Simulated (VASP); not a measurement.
# TiTlHg2 (P4/mmm) in VASP: single point with r2SCAN

Aim: the single point of TiTlHg2 with r2SCAN.

Everything below comes from runs of VASP 6.6.1. Logs are shortened: lines on timing, memory, paths and dates and some standing lists are left out, and cuts for length are marked.

### Step 1. The cell of the first run

The structure is tetragonal, space group P4/mmm (No. 123). Conventional cell: a = 4.323 Å, b = 4.323 Å, c = 4.229 Å, α = 90.00°, β = 90.00°, γ = 90.00°. Within 4.0 Å of Tl (site symmetry 4/mmm) lie 8 Hg at 3.02 Å and 4 Ti at 3.06 Å. Within 4.0 Å of Hg (site symmetry mmm) lie 4 Tl at 3.02 Å and 4 Ti at 3.02 Å and 4 Hg at 3.06 Å. Within 4.0 Å of Ti (site symmetry 4/mmm) lie 8 Hg at 3.02 Å and 4 Tl at 3.06 Å.

### Step 2. Single point, r2SCAN

Contents of POSCAR:

```
TiTlHg2
1.0
    4.3229330000      0.0000000000      0.0000000000
    0.0000000000      4.3229330000      0.0000000000
    0.0000000000      0.0000000000      4.2291830000
Tl Hg Ti
1 2 1
Direct
    0.0000000000      0.0000000000      0.0000000000
    0.0000000000      0.5000000000      0.5000000000
    0.5000000000      0.0000000000      0.5000000000
    0.5000000000      0.5000000000      0.0000000000
```

Contents of INCAR.step1:

```
PREC = Accurate
ENCUT = 520
ISMEAR = -1
SIGMA = 0.1
LREAL = False
LASPH = True
NELM = 60
NBANDS = 32
GGA = PE
ALGO = Normal
EDIFF = 1E-4
LWAVE = True
LCHARG = False
```

Contents of INCAR.step2:

```
PREC = Accurate
ENCUT = 520
EDIFF = 1E-6
ISMEAR = -1
SIGMA = 0.1
LREAL = False
LASPH = True
NELM = 60
ALGO = Normal
ISIF = 2
LWAVE = False
LCHARG = False
METAGGA = R2SCAN
LMIXTAU = True
NBANDS = 32
ISTART = 1
```

Contents of KPOINTS:

```
regular mesh
0
Gamma
  8 8 8
```

Potentials or basis: VASP PAW PBE potentials, release 64 (Tl_d, Hg, Ti_sv).

On the command line:

```
$ cat potpaw_PBE.64/Tl_d/POTCAR potpaw_PBE.64/Hg/POTCAR potpaw_PBE.64/Ti_sv/POTCAR > POTCAR
$ cp INCAR.step1 INCAR
$ mpirun -np 1 vasp_std > vasp.out
$ cp INCAR.step2 INCAR
$ mpirun -np 1 vasp_std > vasp.out
```

OUTCAR:

```text
PREC = Accurate
   ENCUT = 520
   EDIFF = 1E-6
   ISMEAR = -1
   LREAL = False
   LASPH = True
   NELM = 60
   ISIF = 2
   METAGGA = R2SCAN
   ISTART = 1

 ion  position               nearest neighbor table
   1  0.000  0.000  0.000-   2 3.02   3 3.02   2 3.02   3 3.02   2 3.02   2 3.02   3 3.02   3 3.02
                             4 3.06   4 3.06   4 3.06   4 3.06
   2  0.000  0.500  0.500-   1 3.02   4 3.02   1 3.02   4 3.02   1 3.02   1 3.02   4 3.02   4 3.02
                             3 3.06   3 3.06   3 3.06   3 3.06
   3  0.500  0.000  0.500-   1 3.02   4 3.02   1 3.02   4 3.02   4 3.02   4 3.02   1 3.02   1 3.02
                             2 3.06   2 3.06   2 3.06   2 3.06
   4  0.500  0.500  0.000-   2 3.02   3 3.02   2 3.02   3 3.02   3 3.02   3 3.02   2 3.02   2 3.02
                             1 3.06   1 3.06   1 3.06   1 3.06

  LATTYP: Found a simple tetragonal cell.
 ALAT       =     4.3229330000
 C/A-ratio  =     0.9783133350

  Lattice vectors:

 A1 = (   4.3229330000,   0.0000000000,   0.0000000000)
 A2 = (   0.0000000000,   4.3229330000,   0.0000000000)
 A3 = (   0.0000000000,   0.0000000000,   4.2291830000)

Analysis of symmetry for initial positions (statically):
=====================================================================
 Subroutine PRICEL returns:
 Original cell was already a primitive cell.

 Routine SETGRP: Setting up the symmetry group for a
 simple tetragonal supercell.

 Subroutine GETGRP returns: Found 16 space group operations
 (whereof 16 operations were pure point group operations)
 out of a pool of 16 trial point group operations.

The static configuration has the point symmetry D_4h.

Analysis of symmetry for dynamics (positions and initial velocities):
=====================================================================
 Subroutine PRICEL returns:
 Original cell was already a primitive cell.

 Routine SETGRP: Setting up the symmetry group for a
 simple tetragonal supercell.

 Subroutine GETGRP returns: Found 16 space group operations
 (whereof 16 operations were pure point group operations)
 out of a pool of 16 trial point group operations.

The dynamic configuration has the point symmetry D_4h.

 Subroutine INISYM returns: Found 16 space group operations
 (whereof 16 operations are pure point group operations),
 and found     1 'primitive' translations

[... 82 lines left out ...]
   total plane-waves  NPLWV =  32768
   dimension x,y,z NGX =    32 NGY =   32 NGZ =   32
   dimension x,y,z NGXF=    64 NGYF=   64 NGZF=   64
   ions per type =               1   2   1
   NGX,Y,Z   is equivalent  to a cutoff of  12.31, 12.31, 12.58 a.u.
   NGXF,Y,Z  is equivalent  to a cutoff of  24.61, 24.61, 25.16 a.u.
 SYSTEM =  unknown system
   PREC   = accura    normal or accurate (medium, high low for compatibility)
   ISTART =      1    job   : 0-new  1-cont  2-samecut
   ICHARG =      0    charge: 1-file 2-atom 10-const
   ISPIN  =      1    spin polarized calculation?
   LNONCOLLINEAR =      F non collinear calculations
   LSORBIT =      F    spin-orbit coupling
   LASPH  =      T    aspherical Exc in radial PAW
   ENCUT  =  520.0 eV  38.22 Ry    6.18 a.u.   8.04  8.04  7.86*2*pi/ulx,y,z
   NELM   =     60;   NELMIN=  2; NELMDL=  0     # of ELM steps
   EDIFF  = 0.1E-05   stopping-criterion for ELM
   LREAL  =      F    real-space projection
[... 7 lines left out ...]
   TEBEG  =    0.0;   TEEND  =   0.0 temperature during run
   PSTRESS=    0.0 pullay stress
   NELECT =      49.0000    total number of electrons
   NUPDOWN=      -1.0000    fix difference up-down
   EMIN   =  10.00;   EMAX   =-10.00  energy-range for DOS
   EFERMI =   0.00;   METHOD = LEGACY
   ISMEAR =    -1;   SIGMA  =   0.10  broadening in eV -4-tet -1-fermi 0-gaus
   EFERMI_NEDOS =   21; number of points for ismear=-14 and -15
   IALGO  =     38    algorithm
   IMIX   =      4    mixing-type and parameters
     AMIX     =   0.40;   BMIX     =  1.00
     AMIX_MAG =   1.60;   BMIX_MAG =  1.00
  volume/ion in A,a.u.               =      19.76       133.34
  Fermi-wavevector in a.u.,A,eV,Ry     =   1.395947  2.637958 26.513250  1.948669
  Thomas-Fermi vector in A             =   2.519349
   LORBIT       =      0    0 simple, 1 ext, 2 COOP (PROOUT), +10 PAW based schemes
   METAGGA = R2SCAN    functional components
   LHFCALC =     F    Hartree Fock is set to
   AEXX    =    0.0000 exact exchange contribution
   IVDW    =     0    specifies the selected vdW correction
   LEPSILON=     F    determine dielectric tensor
   LRPA    =     F    only Hartree local field effects (RPA)
 non-spin polarized calculation
  energy-cutoff  :      520.00
  volume of cell :       79.03
 maximum number of plane-waves:      2156
   NGX = 17   NGY = 17   NGZ = 15

 number of electron      49.0000004 magnetization

 Free energy of the ion-electron system (eV)
  ---------------------------------------------------
  ext. energy  EPLUGINS =         0.00000000
  ---------------------------------------------------
  free energy    TOTEN  =      -164.32538068 eV

  energy without entropy =     -164.26051021  energy(sigma->0) =     -164.29294544

 E-fermi :   6.8862     XC(G=0): -12.6216

 val. band max:        6.8440199278   @ k =   0.5000   0.3750   0.0000
 cond. band min:       6.8957252230   @ k =   0.3750   0.0000   0.3750
 fundamental gap:      0.0517052952
 Fermi energy:         6.8861675842

 k-point     1 :       0.0000    0.0000    0.0000
  band No.  band energies     occupation
      1     -52.9117      2.00000
      2     -28.1571      2.00000
      3     -28.1571      2.00000
      4     -28.1148      2.00000
      5      -5.7413      2.00000
      6      -5.6443      2.00000
[... 829 lines left out ...]
     31      11.6182      0.00000
     32      13.8536      0.00000

 [... further k-points ...]
[... 5 lines left out ...]
  --------------------------------------------------------------------------------------
  -------------------------------------------------------------------------------------
  Total        2.3635360      2.3635360      4.0312904      0.0000000      0.0000000      0.0000000
  in kB       47.9136570     47.9136570     81.7224126      0.0000000      0.0000000      0.0000000
  external PRESSURE =      59.1832422 kB  Pullay stress =       0.0000000 kB

 VOLUME and BASIS-vectors are now :
 -----------------------------------------------------------------------------
  energy-cutoff  :      520.00
  volume of cell :       79.03
      direct lattice vectors                 reciprocal lattice vectors
     4.322933000  0.000000000  0.000000000     0.231324427  0.000000000  0.000000000
     0.000000000  4.322933000  0.000000000     0.000000000  0.231324427  0.000000000
     0.000000000  0.000000000  4.229183000     0.000000000  0.000000000  0.236452289

 POSITION                                       TOTAL-FORCE (eV/Angst)
 -----------------------------------------------------------------------------------
      0.00000      0.00000      0.00000         0.000000      0.000000      0.000000
      0.00000      2.16147      2.11459         0.000000      0.000000      0.000000
      2.16147      0.00000      2.11459         0.000000      0.000000      0.000000
      2.16147      2.16147      0.00000         0.000000      0.000000      0.000000
 -----------------------------------------------------------------------------------
    total drift:                                0.000000     -0.000000     -0.000000

  FREE ENERGIE OF THE ION-ELECTRON SYSTEM (eV)
  ---------------------------------------------------
  free  energy   TOTEN  =      -164.3253806776 eV

  energy  without entropy=     -164.2605102065  energy(sigma->0) =     -164.29294544
```

OSZICAR.step1:

```text
N       E                     dE             d eps       ncg     rms          rms(c)
DAV:   1     0.488773343680E+03    0.48877E+03   -0.24674E+04  4800   0.162E+03
DAV:   2     0.193239460685E+02   -0.46945E+03   -0.45149E+03  4904   0.464E+02
DAV:   3    -0.953592021374E+01   -0.28860E+02   -0.28156E+02  7008   0.110E+02
DAV:   4    -0.110992297129E+02   -0.15633E+01   -0.15550E+01  6032   0.174E+01
DAV:   5    -0.111367709185E+02   -0.37541E-01   -0.37537E-01  5872   0.248E+00    0.145E+01
DAV:   6    -0.105095721665E+02    0.62720E+00   -0.89245E+00  5752   0.195E+01    0.778E+00
DAV:   7    -0.987012104116E+01    0.63945E+00   -0.44770E+00  5712   0.147E+01    0.763E+00
DAV:   8    -0.970220750811E+01    0.16791E+00   -0.45690E-01  5208   0.463E+00    0.246E+00
DAV:   9    -0.969887959860E+01    0.33279E-02   -0.43280E-02  6480   0.119E+00    0.353E-01
DAV:  10    -0.969850189917E+01    0.37770E-03   -0.25064E-03  5400   0.381E-01    0.137E-01
DAV:  11    -0.969857635288E+01   -0.74454E-04   -0.17038E-04  4688   0.962E-02
   1 F= -.96985764E+01 E0= -.96641578E+01  d E =-.688372E-01
```

It took 4.9 min on 1 thread of Intel Xeon Platinum 8259CL at 2.50GHz (Skylake/Cascade Lake), shared host; peak memory 0.33 GiB.

Results:

* Free energy: -164.3254 eV
* Pressure: 5.9 GPa
* Band gap on the k mesh: zero (an odd number of electrons rules out a gap without spin polarisation)

Stress tensor (GPa, compression positive):
```
4.79 0.00 0.00
0.00 4.79 0.00
0.00 0.00 8.17
```

Levels at points of the mesh, in eV from the Fermi level:
```csv
k point,band 22,band 23,band 24,band 25,band 26,band 27
"(0.00, 0.00, 0.00)",-1.37,-1.18,-1.18,-0.90,0.89,1.18
"(0.50, 0.00, 0.00)",-1.06,-0.69,-0.47,-0.21,0.75,1.12
"(0.50, 0.50, 0.00)",-4.47,-3.40,-0.18,-0.18,0.92,1.23
"(0.00, 0.00, 0.50)",-0.80,-0.80,-0.62,0.55,0.78,1.00
"(0.50, 0.00, 0.50)",-5.05,-3.74,-0.33,-0.09,0.99,1.61
"(0.50, 0.50, 0.50)",-3.32,-3.30,-2.80,-2.80,-2.05,1.26
```

Caveat: the cell stands under pressure; the PAW data sets were made with another functional, which shifts forces and pressure a little; spin-orbit coupling is left out, which moves the levels of the heavy elements.

The gap in the log of VASP goes by the Fermi energy; the results here count the filled bands.